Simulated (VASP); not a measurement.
Here is a VASP 6.6.1 calculation.

Contents of INCAR:

```
SYSTEM = Bi
PREC = Accurate ; ENCUT = 520
EDIFF = 1E-6 ; ISMEAR = -1
SIGMA = 0.02 ; LREAL = .False.
LASPH = .True. ; NELM = 60
ALGO = Normal ; ISIF = 2
LWAVE = .False. ; LCHARG = .False.
GGA = PE ; IVDW = 13
NBANDS = 22
```

File KPOINTS:

```
regular mesh
0
Gamma
  6 6 6
  0 0 0
```

File POSCAR:

```
Bi
1.0
    2.2625612962      1.3062903734      3.9241796847
   -2.2625612962      1.3062903734      3.9241796847
    0.0000000000     -2.6125807468      3.9241796847
Bi
2
Direct
    0.2354220050      0.2354220050      0.2354220050
    0.7645779950      0.7645779950      0.7645779950
```

Potentials or basis: VASP PAW PBE potentials, release 64 (Bi_d).

Run with:

```sh
$ cat potpaw_PBE.64/Bi_d/POTCAR > POTCAR
$ mpirun -np 1 vasp_std > vasp.out
```

(1) What does it give for the largest force?

(2) Estimate the pressure.

Answers

(1) 0.006 eV/Å.

(2) 0.0 GPa.

Caveat: pairwise dispersion overbinds metals, which lowers pressure and volume.
